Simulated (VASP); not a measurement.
Input of a VASP 6.6.1 run:

File INCAR:

```
PREC = Accurate
ENCUT = 520
EDIFF = 1E-7
ISMEAR = 0
SIGMA = 0.1
LREAL = False
LASPH = True
NELM = 80
ALGO = Normal
ISIF = 2
LWAVE = False
LCHARG = False
GGA = PE
NBANDS = 24
```

The input KPOINTS:

```
regular mesh
0
Gamma
  4 4 4
```

POSCAR

```
GaTe2O
1.0
    2.5523001500     -4.6305805600      0.0000000000
    2.5523001500      4.6305805600      0.0000000000
    0.0000000000      0.0000000000      4.7099658700
Ga Te O
1 2 1
Direct
    0.0000000000      0.0000000000      0.0000000000
    0.0000000000      0.5000000000      0.5000000000
    0.5000000000      0.0000000000      0.5000000000
    0.5000000000      0.5000000000      0.5000000000
```

Potentials or basis: VASP PAW PBE potentials, release 64 (Ga_d, Te, O).

The run is started by

```sh
$ cat potpaw_PBE.64/Ga_d/POTCAR potpaw_PBE.64/Te/POTCAR potpaw_PBE.64/O/POTCAR > POTCAR
$ mpirun -np 1 vasp_std > vasp.out
```

(1) Predict the band gap on the k mesh.

(2) Estimate the pressure.

## Answers

(1) zero (an odd number of electrons rules out a gap without spin polarisation).

(2) 5.0 GPa.

Caveat: the stress differs along the axes, from -8 to 25 GPa; spin-orbit coupling is left out, which moves the levels of the heavy elements; an odd number of electrons without spin polarisation forces a metal; a magnetic or distorted state may lie lower.
